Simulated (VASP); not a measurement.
Crystal: TiAl3.

```xyz
4
Lattice="-1.9111 1.9111 4.2807 1.9111 -1.9111 4.2807 1.9111 1.9111 -4.2807" Properties=species:S:1:pos:R:3 pbc="T T T"
Ti    0.0000    0.0000    0.0000
Al    1.9111    0.0000    2.1403
Al    0.0000    1.9111    2.1403
Al    0.0000    0.0000    4.2807
```

Base run:

| Quantity | Value |
| --- | --- |
| Program | VASP 6.6.1 |
| Functional | PBE |
| Potentials or basis | VASP PAW PBE potentials, release 64 (Ti_sv, Al) |
| Cutoff | 520 eV |
| k mesh | 10 × 10 × 10 |
| Occupations | fermi-dirac, width 0.05 eV |
| Spin | no spin polarisation |

Its results: pressure 2.0 GPa.

Problem. The run is repeated on the same cell with these changes: functional from PBE to revPBE; further incar settings from ALGO = Normal; EDIFF = 1e-06; NBANDS = 18 to ALGO = Normal; EDIFF = 1e-07; NBANDS = 18. What comes out?

Solution. Pressure 3.8 GPa.

Caveats: the PAW data sets were made with another functional, which shifts forces and pressure a little (some runs).
